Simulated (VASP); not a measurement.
Set up this calculation in VASP 6.6.1, as the native input.

| Quantity | Value |
| --- | --- |
| Task | relaxation of cell and atoms |
| Functional | PBE |
| Potentials or basis | VASP PAW PBE potentials, release 64 (Y_sv, F) |
| Cutoff | 600 eV |
| k mesh | 4 × 4 × 4 |
| Occupations | gaussian, width 0.1 eV |
| Spin | no spin polarisation |
| Dipole correction | no |
| Further INCAR settings | ALGO = Normal; EDIFF = 1e-06; IBRION = 2; EDIFFG = -0.04; NSW = 90; ISIF = 3 |

The structure of Y3F lies in POSCAR:

```
Y3F
1.0
    4.4422375640      0.0000000000      0.0000000000
    0.0000000000      4.4422375640      0.0000000000
    0.0000000000      0.0000000000      4.3965775620
Y F
3 1
Direct
    0.0000000000      0.5000000000      0.5000000000
    0.5000000000      0.0000000000      0.5000000000
    0.5000000000      0.5000000000      0.0000000000
    0.0000000000      0.0000000000      0.0000000000
```

One way to write it, as run:

INCAR

```
SYSTEM = Y3F
PREC = Accurate ; ENCUT = 600
EDIFF = 1E-6 ; ISMEAR = 0
SIGMA = 0.1 ; LREAL = .False.
LASPH = .True. ; NELM = 100
ALGO = Normal ; ISIF = 3
LWAVE = .False. ; LCHARG = .False.
GGA = PE ; IBRION = 2
NSW = 90 ; EDIFFG = -0.04
```

KPOINTS

```
regular mesh
0
Gamma
  4 4 4
  0 0 0
```

Potentials or basis: VASP PAW PBE potentials, release 64 (Y_sv, F).

Launch:

```bash
$ cat potpaw_PBE.64/Y_sv/POTCAR potpaw_PBE.64/F/POTCAR > POTCAR
$ mpirun -np 1 vasp_std > vasp.out
```

It gave:

* Relaxed volume: 27.73 Å³/atom
* Relaxed cell: a = 4.826 Å, b = 4.826 Å, c = 4.764 Å, α = 90.00°, β = 90.00°, γ = 90.00°
* Space group after relaxing (to 0.1 Å): Pm-3m (No. 221)
* Energy gained by relaxing: 198.9 meV/atom
* Ionic steps: 3
* Pressure after relaxing: 0.0 GPa
* Band gap on the k mesh: zero (bands 20 and 21 overlap by 0.85 eV)

Caveat: the volume moved by over 15 % at a fixed basis, so the end points are rough.

Run time: 4.5 min on 1 thread of Intel Xeon 8259CL, on a shared host, peak memory 0.24 GiB.
